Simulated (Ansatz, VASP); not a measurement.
# Al in VASP and in Ansatz

```
CELL_PARAMETERS angstrom
2.81442 0.00000 0.00000
-1.40721 2.43736 0.00000
0.00000 0.00000 9.24105
ATOMIC_POSITIONS crystal
Al 0.65981 0.75096 0.00000
Al 0.33333 0.66667 0.25000
Al 0.34019 0.24904 0.50000
Al 0.66667 0.33333 0.75000
```

Change from the starting cell: mode 4 frozen in at -0.607 Å and mode 5 at -0.607 Å (largest displacements).

Alike in both runs: task single point; functional PBE; dispersion D3(BJ); k mesh 18 × 18 × 4; occupations gaussian, width 0.15 eV; no spin polarisation.

```csv
,VASP,Ansatz
version,VASP 6.6.1,Ansatz 0.2.0
potentials or method,"VASP PAW PBE potentials, release 64 (Al), cutoff 520 eV","scalar-relativistic, plane waves, PAW"
valence electrons in the cell,12,12
```

Ansatz gave:

```
gap on the k mesh at the Fermi level (eV)                     : none
pressure (GPa)                                                : 5.3
traceless stress, the component that is largest in VASP (GPa) : 8.83
rms of the force components (eV/Å)                            : 0.527
```

Question: Estimate VASP's values.

Answer: gap on the k mesh at the Fermi level (eV): none; pressure (GPa): 5.3; traceless stress, the component that is largest in VASP (GPa): 8.84; rms of the force components (eV/Å): 0.527.

Atom by atom the forces differ by 0.000 eV/Å (rms over components). A gap of «none» marks a metal or a gap that the smearing closes.
